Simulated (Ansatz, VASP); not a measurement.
## Two plane-wave programs on Si3N2

File INCAR:

```
PREC     = Accurate       # precision mode
ENCUT    = 520            # plane-wave cutoff, eV
EDIFF    = 1E-6           # SCF threshold, eV
ISMEAR   = 0              # smearing method
SIGMA    = 0.1            # smearing width, eV
LREAL    = False          # projectors in reciprocal space
LASPH    = True           # aspherical terms in the spheres
NELM     = 150            # most SCF steps
ALGO     = Normal         # electronic algorithm
ISIF     = 2              # what is computed and relaxed
LWAVE    = False          # write WAVECAR
LCHARG   = True           # write CHGCAR
ISPIN    = 2              # spin polarisation
MAGMOM   = 0 0 0 1 1      # initial moments
LORBIT   = 11             # projections on sites
GGA      = PE             # functional
LELF     = True           # ELF
LVHAR    = True         
NBANDS   = 23             # bands
```

KPOINTS

```
Automatic mesh
0
Gamma
  6 6 4
```

File POSCAR:

```
Si3N2
1.0
    3.5937834264      0.0000000000      0.0000000000
    0.0000000000      3.5937834264      0.0000000000
    0.0000000000      0.0000000000      4.7087761018
Si N
3 2
Direct
    0.5000000000      0.0000000000      0.1522014006
    0.0000000000      0.5000000000      0.1522014006
    0.5000000000      0.5000000000      0.6846176067
    0.5000000000      0.0000000000      0.7691435510
    0.0000000000      0.5000000000      0.7691435510
```

Input for Ansatz:

```yaml
crystal:
  lattice:
    - [3.5937834264, 0.0, 0.0]
    - [0.0, 3.5937834264, 0.0]
    - [0.0, 0.0, 4.7087761018]
  atoms:
    - { symbol: Si, position: [0.5, 0.0, 0.1522014006] }
    - { symbol: Si, position: [0.0, 0.5, 0.1522014006] }
    - { symbol: Si, position: [0.5, 0.5, 0.6846176067] }
    - { symbol: "N", position: [0.5, 0.0, 0.769143551], spin: 1.0 }
    - { symbol: "N", position: [0.0, 0.5, 0.769143551], spin: 1.0 }
basis:
  ecutwfc: 420
kpoints:
  mp_grid: { grid: [6, 6, 4] }
hamiltonian:
  xc: pbe
scf:
  occupations: { method: gaussian, width: 0.1 }
  lower_state_search: "off"
output:
  forces: true
  stress: true
  eigenvalues: true
  populations: true
magnetization:
  spin_polarized: true
```

Alike in both runs: task single point; functional PBE; k mesh 6 × 6 × 4; occupations gaussian, width 0.1 eV; collinear spin.

```csv
,VASP,Ansatz
version,VASP 6.6.1,Ansatz 0.2.0
potentials or method,"VASP PAW PBE potentials, release 64 (Si, N), cutoff 520 eV","scalar-relativistic, plane waves, PAW"
valence electrons in the cell,22,22
```

|  | VASP | Ansatz | Ansatz less VASP |
| --- | --- | --- | --- |
| gap on the k mesh at the Fermi level (eV) | none | none | - |
| pressure (GPa) | 0.2 | 0.3 | +0.07 |
| traceless stress, the component that is largest in VASP (GPa) | -0.09 | -0.17 | -0.074 |
| rms of the force components (eV/Å) | 0.009 | 0.006 | -0.0025 |
| net moment per atom (μB) | 0.00 | 0.00 | 0.000 |

Atom by atom the forces differ by 0.003 eV/Å (rms over components). A gap of «none» marks a metal or a gap that the smearing closes. Ansatz's warnings: seeded moment not kept.
